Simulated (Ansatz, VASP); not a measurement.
## TaN: VASP beside Ansatz

File INCAR:

```
PREC     = Accurate       # precision mode
ENCUT    = 520            # plane-wave cutoff, eV
EDIFF    = 1E-6           # SCF threshold, eV
ISMEAR   = -1             # smearing method
SIGMA    = 0.02           # smearing width, eV
LREAL    = False          # projectors in reciprocal space
LASPH    = True           # aspherical terms in the spheres
NELM     = 60             # most SCF steps
ALGO     = Normal         # electronic algorithm
ISIF     = 2              # what is computed and relaxed
LWAVE    = False          # write WAVECAR
LCHARG   = False          # write CHGCAR
GGA      = PS             # functional
NBANDS   = 15             # bands
```

File KPOINTS:

```
regular mesh
0
Gamma
  9 9 9
```

Contents of POSCAR:

```
TaN
1.0
    0.0000000000      2.2443700000      2.1790000000
    2.2443700000      0.0000000000      2.1790000000
    2.2443700000      2.2443700000      0.0000000000
Ta N
1 1
Direct
    0.5000000000      0.5000000000      0.5000000000
    0.0000000000      0.0000000000      0.0000000000
```

Input for Ansatz:

```yaml
crystal:
  lattice:
    - [0.0, 2.24437, 2.179]
    - [2.24437, 0.0, 2.179]
    - [2.24437, 2.24437, 0.0]
  atoms:
    - { symbol: Ta, position: [0.5, 0.5, 0.5] }
    - { symbol: "N", position: [0.0, 0.0, 0.0] }
kpoints:
  mp_grid: { grid: [9, 9, 9] }
  band_path:
    path:
      - [0.0, 0.0, 0.0]
      - [0.0, 0.5, 0.5]
      - [0.25, 0.75, 0.5]
      - [0.0, 0.5, 0.0]
      - [0.0, 0.0, 0.0]
      - [0.5, 0.5, 0.0]
      - [0.3826125, 0.6173875, 0.0]
      - [-0.3826125, 0.3826125, 0.0]
      - [0.0, 0.0, 0.0]
    npoints: 5
scf:
  occupations: { method: fermi_dirac, width: 0.02 }
hamiltonian:
  xc: pbesol
  pseudopotentials: { kind: all_electron, lapw: { basis_error: 0.0005 } }
output:
  forces: true
  stress: true
  eigenvalues: true
```

Change from the starting cell: equal xx and yy strain of +3 %.

Alike in both runs: task single point; functional PBEsol; k mesh 9 × 9 × 9; occupations fermi-dirac, width 0.02 eV; no spin polarisation.

```csv
,VASP,Ansatz
version,VASP 6.6.1,Ansatz 0.2.0
potentials or method,"VASP PAW PBE potentials, release 64 (Ta_pv, N), cutoff 520 eV","all-electron LAPW, scalar-relativistic"
```

```tsv
	VASP	Ansatz	Ansatz less VASP
pressure (GPa)	-13.8	-14.4	-0.67
traceless stress, the component that is largest in VASP (GPa)	10.88	10.66	-0.214
```

VASP's potentials were made for PBE, not for PBEsol. Ansatz ran all-electron here, and VASP with PAW potentials.

Spin-orbit coupling is off throughout.
